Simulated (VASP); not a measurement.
A run of VASP 6.6.1:

Contents of POSCAR:

```
Ge
1.0
    1.4226732490     -2.5486837017      0.0181801997
    1.3707169426      2.5207673289      0.0196826956
    0.0365607322      0.0007812978      2.6734709899
Ge
1
Direct
    0.5000000000      0.5000000000      0.0000000000
```

INCAR.step1

```
SYSTEM = Ge
ALGO = Normal ; EDIFF = 1E-4
ENCUT = 520 ; GGA = PE
ISMEAR = 1 ; LASPH = .True.
LCHARG = .False. ; LREAL = .False.
LWAVE = .True. ; NBANDS = 13
NELM = 60 ; PREC = Accurate
SIGMA = 0.1
```

Contents of INCAR.step2:

```
SYSTEM = Ge
ALGO = Normal ; EDIFF = 1E-6
ENCUT = 520 ; ISIF = 2
ISMEAR = 1 ; ISTART = 1
LASPH = .True. ; LCHARG = .True.
LELF = .True. ; LMIXTAU = .True.
LREAL = .False. ; LVHAR = .True.
LWAVE = .False. ; METAGGA = R2SCAN
NBANDS = 13 ; NELM = 60
PREC = Accurate ; SIGMA = 0.1
```

File KPOINTS:

```
k-points
0
Gamma
  8 8 7
  0 0 0
```

Potentials or basis: VASP PAW PBE potentials, release 64 (Ge_d).

Run with:

```console
$ cat potpaw_PBE.64/Ge_d/POTCAR > POTCAR
$ cp INCAR.step1 INCAR
$ mpirun -np 1 vasp_std > vasp.out
$ cp INCAR.step2 INCAR
$ mpirun -np 1 vasp_std > vasp.out
```

Hardware: 1 thread of Intel Xeon 6975P-C (shared host).

How long does it take, and how much memory?

Wall time 59 s on 1 thread of Intel Xeon 6975P-C, with other jobs on the host, peak memory 0.17 GiB. Counts: k points 226.
